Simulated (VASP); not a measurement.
The system is In3GaP4.

```
In Ga P
1.0
     5.59563    0.00000    0.00000
     0.00000    5.59563    0.00000
     0.00000    0.00000    5.59563
In Ga P
3 1 4
Direct
  0.50000 0.00000 0.50000
  0.50000 0.50000 0.00000
  0.00000 0.50000 0.50000
  0.00000 0.00000 0.00000
  0.25000 0.75000 0.75000
  0.25000 0.25000 0.25000
  0.75000 0.75000 0.25000
  0.75000 0.25000 0.75000
```

* Program: VASP 6.6.1
* Task: relaxation of cell and atoms
* Functional: PBE
* Potentials or basis: VASP PAW PBE potentials, release 64 (In_d, Ga_d, P)
* Cutoff: 600 eV
* k mesh: 4 × 4 × 4
* Occupations: gaussian, width 0.1 eV
* Spin: no spin polarisation

At the start: pressure 12.1 GPa; volume 21.90 Å³/atom.

Question: Where does the relaxation end?

Answer: Over 8 steps the energy falls by 138.9 meV/atom and the volume is 25.01 Å³/atom (+14.2 %); space group P-43m (No. 215, to 0.1 Å) before and after.

Step by step:
| step | energy change (eV) | largest force (eV/Å) | pressure (GPa) | volume (Å³) |
| --- | --- | --- | --- | --- |
| 1 | 0.0000 | 1.5317 | 12.09 | 175.21 |
| 2 | -0.7451 | 0.2037 | -4.84 | 220.53 |
| 3 | -1.0343 | 0.5749 | -0.63 | 202.54 |
| 4 | -1.0342 | 0.5898 | -0.47 | 201.97 |
| 5 | -1.0878 | 0.3446 | -0.16 | 200.48 |
| 6 | -1.1107 | 0.0077 | 0.30 | 198.67 |
| 7 | -1.1108 | 0.0240 | 0.28 | 198.75 |
| 8 | -1.1113 | 0.0117 | -0.15 | 200.07 |

Final structure:
```
In Ga P
1.0
     5.84876    0.00000    0.00000
     0.00000    5.84876    0.00000
     0.00000    0.00000    5.84876
In Ga P
3 1 4
Direct
  0.50000 0.00000 0.50000
  0.50000 0.50000 0.00000
  0.00000 0.50000 0.50000
  0.00000 0.00000 0.00000
  0.23910 0.76090 0.76090
  0.23910 0.23910 0.23910
  0.76090 0.76090 0.23910
  0.76090 0.23910 0.76090
```

Caveat: spin-orbit coupling is left out, which moves the levels of the heavy elements.
